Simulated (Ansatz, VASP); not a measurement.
Mg: VASP beside Ansatz

INCAR

```
PREC = Accurate
ENCUT = 520
EDIFF = 1E-6
ISMEAR = -1
SIGMA = 0.05
LREAL = False
LASPH = True
NELM = 80
ALGO = Normal
ISIF = 2
LWAVE = False
LCHARG = False
GGA = CA
NBANDS = 9
```

File KPOINTS:

```
Automatic mesh
0
Gamma
  15 15 9
```

POSCAR

```
Mg
1.0
    3.1445587934      0.0000000000      0.0000000000
   -1.5722793967      2.7232677988      0.0000000000
    0.0000000000      0.0000000000      5.0456622780
Mg
2
Direct
    0.3333333333      0.6666666667      0.2500000000
    0.6666666667      0.3333333333      0.7500000000
```

Input for Ansatz:

```yaml
crystal:
  lattice:
    - [3.1445587934, 0.0, 0.0]
    - [-1.5722793967, 2.7232677988, 0.0]
    - [0.0, 0.0, 5.045662278]
  atoms:
    - { symbol: Mg, position: [0.3333333333, 0.6666666667, 0.25] }
    - { symbol: Mg, position: [0.6666666667, 0.3333333333, 0.75] }
kpoints:
  mp_grid: { grid: [15, 15, 9] }
scf:
  occupations: { method: fermi_dirac, width: 0.05 }
  convergence: { dr2_threshold: 1.0e-08 }
  mixing: { preconditioner: ldos }
hamiltonian:
  xc: lda
  pseudopotentials: { kind: all_electron, datasets: crystal }
output:
  forces: true
  stress: true
  eigenvalues: true
```

Alike in both runs: task single point; functional LDA; k mesh 15 × 15 × 9; occupations fermi-dirac, width 0.05 eV; no spin polarisation.

|  | VASP | Ansatz |
| --- | --- | --- |
| version | VASP 6.6.1 | Ansatz 0.2.0 |
| potentials or method | VASP PAW LDA potentials, release 64 (Mg), cutoff 520 eV | all-electron PAW with datasets made for the crystal, scalar-relativistic |

Ansatz gave:

| Item | Value |
| --- | --- |
| gap on the k mesh at the Fermi level (eV) | none |
| pressure (GPa) | 0.0 |

Task: What did VASP give for the same quantities?

Result: gap on the k mesh at the Fermi level (eV): none; pressure (GPa): -0.3.

LDA's correlation is that of Perdew and Zunger in VASP and of Perdew and Wang (1992) in Ansatz. A gap of «none» marks a metal or a gap that the smearing closes. Ansatz ran all-electron here, and VASP with PAW potentials.
